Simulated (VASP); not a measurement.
Wanted: the native input for a VASP 6.6.1 run.

```
Task                   : single point
Functional             : PBEsol
Potentials or basis    : VASP PAW PBE potentials, release 64 (Ti_sv, Al)
Cutoff                 : 520 eV
k mesh                 : 14 × 14 × 14
Occupations            : gaussian, width 0.15 eV
Spin                   : no spin polarisation
Dipole correction      : no
Further INCAR settings : ALGO = Fast; EDIFF = 1e-06; NBANDS = 18
```

The structure of TiAl3 lies in POSCAR:

```
TiAl3
1.0
   -1.9075708801      1.9075708801      4.2765669297
    1.9075708801     -1.9075708801      4.2765669297
    1.9075708801      1.9075708801     -4.2765669297
Ti Al
1 3
Direct
    0.0029698240      0.0029698240      0.0000000000
    0.4946569292      0.4946569292      0.0000000000
    0.7500372052      0.2500372052      0.5000000000
    0.2500372052      0.7500372052      0.5000000000
```

This cell differs from its parent crystal: atoms displaced along a vibrational mode.

These files were run (other wordings do the same):

INCAR

```
  ALGO = Fast
  EDIFF = 1E-6
  ENCUT = 520
  GGA = PS
  ISIF = 2
  ISMEAR = 0
  LASPH = True
  LCHARG = False
  LREAL = False
  LWAVE = False
  NBANDS = 18
  NELM = 60
  PREC = Accurate
  SIGMA = 0.15
```

KPOINTS

```
k-points
0
Gamma
  14 14 14
```

Potentials or basis: VASP PAW PBE potentials, release 64 (Ti_sv, Al).

Launch:

```console
$ cat potpaw_PBE.64/Ti_sv/POTCAR potpaw_PBE.64/Al/POTCAR > POTCAR
$ mpirun -np 1 vasp_std > vasp.out
```

Results of the run:

- Pressure: 0.2 GPa
- Largest force: 0.189 eV/Å
- Band gap on the k mesh: zero (an odd number of electrons rules out a gap without spin polarisation)

Caveat: the cell differs from its parent crystal (atoms displaced along a vibrational mode); the PAW data sets were made with another functional, which shifts forces and pressure a little.

Wall time 14 min on 1 thread of Intel(R) Xeon(R) Platinum 8488C (Sapphire Rapids) (shared host), peak memory 0.43 GiB.
